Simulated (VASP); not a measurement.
# Si62As (a cell with a defect) in VASP: single point with PBE+D3(BJ)

Aim: the single point of Si62As (a cell with a defect) with PBE+D3(BJ).

All numbers are computed with VASP 6.6.1; they aren't measurements. Logs are shortened: lines on timing, memory, paths and dates and some standing lists are left out, and cuts for length are marked.

## (1) The cell of the first run

The cell holds a defect, 63 atoms: a = 10.860 Å, b = 10.860 Å, c = 10.860 Å, α = 90.00°, β = 90.00°, γ = 90.00°.

## (2) Single point, PBE+D3(BJ), collinear spin, zero start

The input, INCAR:

```
PREC = Accurate
ENCUT = 400
EDIFF = 1E-6
ISMEAR = -1
SIGMA = 0.02
LREAL = Auto
LASPH = T
NELM = 200
ALGO = Normal
ISIF = 2
LWAVE = F
LCHARG = F
ISPIN = 2
MAGMOM = 0 0 0 0 0 0 0 0 0 0 0 0 0 0 0 0 0 0 0 0 0 0 0 0 0 0 0 0 0 0 0 0 0 0 0 0 0 0 0 0 0 0 0 0 0 0 0 0 0 0 0 0 0 0 0 0 0 0 0 0 0 0 0
LORBIT = 11
GGA = PE
IVDW = 12
NBANDS = 168
GGA_COMPAT = F
```

The input, KPOINTS:

```
Automatic mesh
0
Gamma
  1 1 1
```

The input, POSCAR:

```
Si62As
1.0
   10.8600000000      0.0000000000      0.0000000000
    0.0000000000     10.8600000000      0.0000000000
    0.0000000000      0.0000000000     10.8600000000
Si As
62 1
Direct
    0.5009525783      0.0000097606      0.0003136280
    0.6299068140      0.1241888582      0.1288888582
    0.7504604052      0.2505235727      0.0007461326
    0.8769280847      0.3790224678      0.1211637201
    0.7547506446     -0.0031008287      0.2556253223
    0.0000817680      0.0001036832     -0.0009202578
    0.1228538674      0.1252674033      0.1265287293
    0.2510782689      0.2488949355      0.0022731123
    0.3769558932      0.3743925414      0.1271392265
    0.4994258748      0.5001278085      0.0002893186
    0.6256693370      0.6228219153      0.1270450276
    0.7512007366      0.7478506446      0.0016704420
    0.8772092081      0.8752141805      0.1263910681
    0.2480745856      0.0007385820      0.2518033149
    0.3756024862      0.1254937385      0.3747882136
    0.5032952118      0.2491400552      0.2513543278
    0.6385212707      0.3613429098      0.3781362799
    0.7511243094      0.4972072744      0.2517273481
    0.8742721915      0.6252403315      0.3757260589
    0.4994384899      0.0001535912      0.5005267956
    0.6212475138      0.1248289134      0.6297441068
    0.7628874770      0.2328170350      0.5088378453
    0.8751008287      0.3753965009      0.6272769797
    0.7449075506      0.0003297422      0.7538054328
    0.8742000921      0.1252468692      0.8752373849
    0.0011074586      0.5051790055     -0.0060149171
    0.1257283610      0.6256745856      0.1253953959
    0.2474885820      0.7511220074     -0.0020771639
    0.3723489871      0.8769267956      0.1235241252
   -0.0006209945      0.2540743094      0.2456222836
    0.1228232965      0.3747848987      0.3743077348
    0.2501244015      0.4996510129      0.2499248619
    0.3812366483      0.6208887661      0.3741170350
    0.4981844383      0.7510800184      0.2459892265
    0.6238177716      0.8741958564      0.3753176796
    0.1203477901      0.1287520258      0.6213616943
    0.2481137201      0.2501588398      0.4977224678
    0.3730041436      0.3778152855      0.6232087477
    0.5074938306      0.4929709945      0.4974724678
    0.6241051565      0.6235702578      0.6263802947
    0.7470738490      0.7496290976      0.4995308471
    0.8653631676      0.8917154696      0.6122127072
    0.2467061694      0.0014618785      0.7458465930
    0.3751835175      0.1258970534      0.8743779926
    0.4963061694      0.2547074586      0.7494268877
    0.6249738490      0.3751242173      0.8762053407
    0.7491488950      0.5017007366      0.7512895948
    0.8777625230      0.6328699816      0.8677382136
    0.0001625230      0.7504033149      0.2517422652
    0.1292010129      0.8711989871      0.3744062615
   -0.0008904236      0.5000145488      0.5004760589
    0.1230081031      0.6281827808      0.6236349908
    0.2532072744      0.7467975138      0.4980529466
    0.3739513812      0.8750267956      0.6243661142
   -0.0005815838      0.2511649171      0.7508478821
    0.1285098527      0.3746975138      0.8763574586
    0.2477711786      0.5027458564      0.7491386740
    0.3744529466      0.6255702578      0.8753365562
    0.4984499079      0.7503205341      0.7497050645
    0.6249157459      0.8708009208      0.8785460405
   -0.0034839779      0.7639604052      0.7362433702
    0.1233534070      0.8762550645      0.8714374770
    0.9207357274      0.0622061694      0.4550883978
```

Potentials or basis: VASP PAW PBE potentials, release 64 (Si, As).

Started as:

```
> cat potpaw_PBE.64/Si/POTCAR potpaw_PBE.64/As/POTCAR > POTCAR
> mpirun -np 1 vasp_gam > vasp.out
```

OUTCAR:

```text
PREC = Accurate
   ENCUT = 400
   EDIFF = 1E-6
   ISMEAR = -1
   LREAL = Auto
   LASPH = T
   NELM = 200
   ISIF = 2
   ISPIN = 2
   LORBIT = 11
   GGA = PE
   IVDW = 12
 IVDW          = 12

 ion  position               nearest neighbor table
   1  0.501  0.000  0.000-  29 2.35  60 2.35  44 2.37   2 2.39
   2  0.630  0.124  0.129-  16 2.35   3 2.35   5 2.38   1 2.39
   3  0.750  0.251  0.001-  25 2.35  46 2.35   2 2.35   4 2.35
   4  0.877  0.379  0.121-  30 2.33  18 2.35   3 2.35  26 2.37
   5  0.755  0.997  0.256-  13 2.34  35 2.34   2 2.38  63 2.91
   6  0.000  0.000  0.999-  62 2.35  25 2.35  13 2.35   7 2.35
[... 21 lines left out ...]
  28  0.247  0.751  0.998-  27 2.35  58 2.35  62 2.36  29 2.36
  29  0.372  0.877  0.124-  34 2.35   1 2.35  28 2.36  14 2.36
  30  0.999  0.254  0.246-   7 2.33   4 2.33  31 2.34
  31  0.123  0.375  0.374-  30 2.34  37 2.34  51 2.35  32 2.36
  32  0.250  0.500  0.250-   9 2.35  27 2.35  31 2.36  33 2.36
  33  0.381  0.621  0.374-  34 2.36  32 2.36  39 2.37  53 2.37
  34  0.498  0.751  0.246-  29 2.35  11 2.35  33 2.36  35 2.37
  35  0.624  0.874  0.375-  41 2.33   5 2.34  20 2.35  34 2.37
  36  0.120  0.129  0.621-  37 2.34  55 2.34  43 2.37  63 2.91
[... 11 lines left out ...]
  48  0.878  0.633  0.868-  12 2.36  47 2.36  26 2.37  61 2.39
  49  0.000  0.750  0.252-  50 2.34  13 2.34  19 2.35  27 2.36
  50  0.129  0.871  0.374-  14 2.33  53 2.33  49 2.34
  51  0.999  0.500  0.500-  19 2.35  31 2.35  52 2.35  23 2.35
  52  0.123  0.628  0.624-  53 2.35  51 2.35  57 2.36  61 2.36
  53  0.253  0.747  0.498-  50 2.33  52 2.35  54 2.35  33 2.37
  54  0.374  0.875  0.624-  20 2.35  59 2.35  43 2.35  53 2.35
  55  0.999  0.251  0.751-  23 2.33  36 2.34  25 2.35  56 2.37
  56  0.129  0.375  0.876-   8 2.35  57 2.35  26 2.36  55 2.37
  57  0.248  0.503  0.749-  56 2.35  52 2.36  58 2.36  38 2.36
  58  0.374  0.626  0.875-  59 2.35  28 2.35  10 2.35  57 2.36
  59  0.498  0.750  0.750-  58 2.35  54 2.35  40 2.36  60 2.36
  60  0.625  0.871  0.879-  12 2.33  24 2.35   1 2.35  59 2.36
  61  0.997  0.764  0.736-  62 2.35  52 2.36  48 2.39  42 2.40
  62  0.123  0.876  0.871-  43 2.35   6 2.35  61 2.35  28 2.36
  63  0.921  0.062  0.455-  42 2.59  22 2.59   5 2.91  36 2.91

  LATTYP: Found a simple cubic cell.
 ALAT       =    10.8600000000

  Lattice vectors:

 A1 = (  10.8600000000,   0.0000000000,   0.0000000000)
 A2 = (   0.0000000000,  10.8600000000,   0.0000000000)
 A3 = (   0.0000000000,   0.0000000000,  10.8600000000)

Analysis of symmetry for initial positions (statically):
=====================================================================
 Subroutine PRICEL returns:
 Original cell was already a primitive cell.

 Routine SETGRP: Setting up the symmetry group for a
 simple cubic supercell.

 Subroutine GETGRP returns: Found  1 space group operations
 (whereof  1 operations were pure point group operations)
 out of a pool of 48 trial point group operations.

The static configuration has the point symmetry C_1 .

Analysis of symmetry for dynamics (positions and initial velocities):
=====================================================================
 Subroutine PRICEL returns:
 Original cell was already a primitive cell.

 Routine SETGRP: Setting up the symmetry group for a
 simple cubic supercell.

 Subroutine GETGRP returns: Found  1 space group operations
 (whereof  1 operations were pure point group operations)
 out of a pool of 48 trial point group operations.

The dynamic configuration has the point symmetry C_1 .

Analysis of structural, dynamic, and magnetic symmetry:
=====================================================================
 Subroutine PRICEL returns:
 Original cell was already a primitive cell.

 Routine SETGRP: Setting up the symmetry group for a
 simple cubic supercell.

 Subroutine GETGRP returns: Found  1 space group operations
[... 195 lines left out ...]
   ISPIN  =      2    spin polarized calculation?
   LNONCOLLINEAR =      F non collinear calculations
   LSORBIT =      F    spin-orbit coupling
   LASPH  =      T    aspherical Exc in radial PAW
   ENCUT  =  400.0 eV  29.40 Ry    5.42 a.u.  17.71 17.71 17.71*2*pi/ulx,y,z
   NELM   =    200;   NELMIN=  2; NELMDL= -5     # of ELM steps
   EDIFF  = 0.1E-05   stopping-criterion for ELM
   LREAL  =      T    real-space projection
   EDIFFG = 0.1E-04   stopping-criterion for IOM
   NSW    =      0    number of steps for IOM
   IBRION =     -1    ionic relax: 0-MD 1-quasi-New 2-CG
   NFREE  =      0    steps in history (QN), initial steepest desc. (CG)
   ISIF   =      2    stress and relaxation
   ISYM   =      2    0-nonsym 1-usesym 2-fastsym
   POTIM  = 0.5000    time-step for ionic-motion
   TEBEG  =    0.0;   TEEND  =   0.0 temperature during run
   PSTRESS=    0.0 pullay stress
   NELECT =     253.0000    total number of electrons
   NUPDOWN=      -1.0000    fix difference up-down
   EMIN   =  10.00;   EMAX   =-10.00  energy-range for DOS
   EFERMI =   0.00;   METHOD = LEGACY
   ISMEAR =    -1;   SIGMA  =   0.02  broadening in eV -4-tet -1-fermi 0-gaus
   EFERMI_NEDOS =   21; number of points for ismear=-14 and -15
   IALGO  =     38    algorithm
   IMIX   =      4    mixing-type and parameters
     AMIX     =   0.40;   BMIX     =  1.00
     AMIX_MAG =   1.60;   BMIX_MAG =  1.00
  volume/ion in A,a.u.               =      20.33       137.20
  Fermi-wavevector in a.u.,A,eV,Ry     =   0.953422  1.801706 12.367880  0.909014
  Thomas-Fermi vector in A             =   2.082076
   LORBIT       =     11    0 simple, 1 ext, 2 COOP (PROOUT), +10 PAW based schemes
   GGA     = PE    functional components
   LHFCALC =     F    Hartree Fock is set to
   AEXX    =    0.0000 exact exchange contribution
   IVDW    =    12    specifies the selected vdW correction
   LEPSILON=     F    determine dielectric tensor
   LRPA    =     F    only Hartree local field effects (RPA)
 spin polarized calculation
  energy-cutoff  :      400.00
  volume of cell :     1280.82
 maximum number of plane-waves:     11564
 NGX is ok and might be reduce to    70
   NGX = 35   NGY = 35   NGZ = 35

 number of electron     252.9999986 magnetization       0.0001597

 number of electron     252.9999986 magnetization      -0.0005901

 Free energy of the ion-electron system (eV)
  ---------------------------------------------------
  ext. energy  EPLUGINS =         0.00000000
  ---------------------------------------------------
  free energy    TOTEN  =      -331.41630018 eV

  energy without entropy =     -331.38771115  energy(sigma->0) =     -331.40200566

 E-fermi :   6.1344     XC(G=0):  -9.3560

 val. band max:        5.8509126015   @ k =   0.0000   0.0000   0.0000
 cond. band min:       6.1345733847   @ k =   0.0000   0.0000   0.0000
 fundamental gap:      0.2836607832
 Fermi energy:         6.1343525843

 spin component 1

 k-point     1 :       0.0000    0.0000    0.0000
  band No.  band energies     occupation
      1      -6.2548      1.00000
      2      -5.4686      1.00000
      3      -5.1727      1.00000
      4      -5.1544      1.00000
      5      -5.1532      1.00000
      6      -5.1275      1.00000
[... 130 lines left out ...]
    137       6.9070      0.00000
    138       6.9221      0.00000
 Fermi energy:         6.1343525843

 spin component 2

 k-point     1 :       0.0000    0.0000    0.0000
  band No.  band energies     occupation
      1      -6.2549      1.00000
      2      -5.4686      1.00000
      3      -5.1727      1.00000
      4      -5.1545      1.00000
      5      -5.1532      1.00000
      6      -5.1275      1.00000
[... 130 lines left out ...]
    137       6.9070      0.00000
    138       6.9221      0.00000
 [bands above 138 left out]

------------------------ aborting loop because EDIFF is reached ----------------------------------------

 Edisp (eV)  -19.87623

 E6    (eV) :   -11.6342

 E8    (eV) :    -8.2420

  FORCE on cell =-STRESS in cart. coord.  units (eV):
  Direction    XX          YY          ZZ          XY          YZ          ZX
  --------------------------------------------------------------------------------------
  -------------------------------------------------------------------------------------
  Total      -4.31736    -5.00776    -4.26913    -0.49610    -0.83390    -3.25472
  in kB      -5.40056    -6.26419    -5.34024    -0.62057    -1.04313    -4.07132
  external pressure =       -5.67 kB  Pullay stress =        0.00 kB

 VOLUME and BASIS-vectors are now :
 -----------------------------------------------------------------------------
  energy-cutoff  :      400.00
  volume of cell :     1280.82
      direct lattice vectors                 reciprocal lattice vectors
    10.860000000  0.000000000  0.000000000     0.092081031  0.000000000  0.000000000
     0.000000000 10.860000000  0.000000000     0.000000000  0.092081031  0.000000000
     0.000000000  0.000000000 10.860000000     0.000000000  0.000000000  0.092081031

 POSITION                                       TOTAL-FORCE (eV/Angst)
 -----------------------------------------------------------------------------------
      5.44035      0.00011      0.00341         0.004788      0.001824     -0.005178
      6.84079      1.34869      1.39973        -0.002317     -0.008500     -0.000298
      8.15000      2.72069      0.00810         0.003300      0.002243     -0.001424
      9.52344      4.11618      1.31584        -0.012499      0.003513      0.000861
      8.19659     10.82633      2.77609        -0.011241     -0.002910     -0.017396
      0.00089      0.00113     10.85001         0.004744     -0.005610      0.007119
[... 55 lines left out ...]
      1.33962      9.51613      9.46381        -0.001361     -0.000399      0.000079
      9.99919      0.67556      4.94226        -0.003831     -0.009475     -0.012303
 -----------------------------------------------------------------------------------
    total drift:                               -0.000734     -0.002716      0.001939

  FREE ENERGIE OF THE ION-ELECTRON SYSTEM (eV)
  ---------------------------------------------------
  free  energy   TOTEN  =      -351.2925321922 eV

  energy  without entropy=     -351.2639431621  energy(sigma->0) =     -351.27823768

 total charge

# of ion       s       p       d       tot
------------------------------------------
    1        0.746   0.938   0.000   1.684
    2        0.740   0.942   0.000   1.682
    3        0.739   0.958   0.000   1.697
    4        0.739   0.953   0.000   1.692
    5        0.764   0.871   0.000   1.635
    6        0.739   0.959   0.000   1.698
[... 55 lines left out ...]
   62        0.738   0.959   0.000   1.698
   63        1.344   1.277   0.031   2.652
--------------------------------------------------
tot         47.434  59.834   0.031 107.299

 magnetization (x)

# of ion       s       p       d       tot
------------------------------------------
    1       -0.000  -0.000   0.000  -0.000
    2       -0.000  -0.000   0.000  -0.000
    3       -0.000  -0.000   0.000  -0.000
    4        0.000  -0.000   0.000   0.000
    5       -0.000   0.000   0.000  -0.000
    6       -0.000  -0.000   0.000  -0.000
[... 55 lines left out ...]
   62       -0.000  -0.000   0.000  -0.000
   63        0.000  -0.000  -0.000  -0.000
--------------------------------------------------
tot         -0.000  -0.000  -0.000  -0.000
```

Run time: 18 min. Hardware: 1 thread of Intel Xeon 8259CL, shared host; peak memory 1.1 GiB.

What came out:

```
Free energy                                           : -351.2925 eV
Pressure                                              : -0.6 GPa
Largest force                                         : 0.039 eV/Å
Net moment                                            : 0.00 μB per cell
Valence electrons inside the program's atomic spheres : Si 1.68, 1.70, 1.69, 1.64, 1.67, 1.66 (each value once); As 2.65
Dispersion energy per atom                            : -0.315 eV
```

Forces in eV/Å, atoms in the order of the input:
```
Si   0.005  0.002 -0.005
Si  -0.002 -0.009  0.000
Si   0.003  0.002 -0.001
Si  -0.012  0.004  0.001
Si  -0.011 -0.003 -0.017
Si   0.005 -0.006  0.007
Si  -0.011 -0.005  0.011
Si   0.005  0.002 -0.001
Si  -0.004 -0.002  0.008
Si   0.000  0.003 -0.007
Si  -0.001  0.003  0.007
Si   0.009 -0.006  0.005
Si  -0.009  0.010  0.003
Si  -0.001 -0.002 -0.003
Si  -0.004  0.005 -0.002
Si  -0.001  0.006  0.002
Si   0.004 -0.002  0.017
Si   0.004 -0.003 -0.003
Si  -0.007  0.005 -0.001
Si   0.008 -0.004  0.004
Si  -0.006  0.001  0.001
Si  -0.013  0.037 -0.005
Si   0.002  0.006  0.002
Si   0.003  0.002 -0.005
Si  -0.004  0.005 -0.002
Si  -0.003 -0.005 -0.007
Si  -0.005  0.002  0.000
Si   0.003  0.007  0.001
Si  -0.005  0.001  0.003
Si   0.009  0.002 -0.002
Si  -0.005 -0.007  0.009
Si  -0.002  0.001 -0.009
Si  -0.002 -0.006  0.007
Si   0.004  0.000 -0.003
Si   0.003  0.007 -0.001
Si   0.007 -0.006 -0.002
Si   0.011  0.008 -0.014
Si   0.000 -0.002  0.009
Si   0.001 -0.003 -0.013
Si  -0.006  0.000 -0.003
Si   0.008 -0.003  0.006
Si   0.008  0.005 -0.003
Si   0.003 -0.011  0.004
Si  -0.001 -0.001 -0.001
Si   0.001  0.005 -0.001
Si   0.002 -0.005  0.002
Si   0.000 -0.001 -0.006
Si  -0.003 -0.009 -0.001
Si   0.001  0.000  0.002
Si   0.007 -0.008  0.011
Si   0.000 -0.006  0.000
Si  -0.005  0.001  0.004
Si   0.008 -0.006 -0.011
Si   0.000  0.004  0.003
Si  -0.011  0.007  0.009
Si   0.007 -0.006  0.007
Si  -0.001 -0.002 -0.007
Si   0.000 -0.010  0.006
Si   0.006  0.004  0.001
Si   0.001  0.001  0.003
Si  -0.001  0.004 -0.002
Si  -0.001  0.000  0.000
As  -0.004 -0.009 -0.012
```

Levels at points of the mesh, in eV from the Fermi level:
Spin up:
| k point | band 122 | band 123 | band 124 | band 125 | band 126 | band 127 | band 128 | band 129 | band 130 | band 131 |
| --- | --- | --- | --- | --- | --- | --- | --- | --- | --- | --- |
| (0.00, 0.00, 0.00) | -1.44 | -0.87 | -0.86 | -0.85 | -0.28 | 0.00 | 0.12 | 0.21 | 0.30 | 0.32 |
Spin down:
| k point | band 122 | band 123 | band 124 | band 125 | band 126 | band 127 | band 128 | band 129 | band 130 | band 131 |
| --- | --- | --- | --- | --- | --- | --- | --- | --- | --- | --- |
| (0.00, 0.00, 0.00) | -1.44 | -0.87 | -0.86 | -0.85 | -0.28 | 0.00 | 0.12 | 0.21 | 0.30 | 0.32 |

Caveat: the k points lie up to 0.58 Å⁻¹ apart.
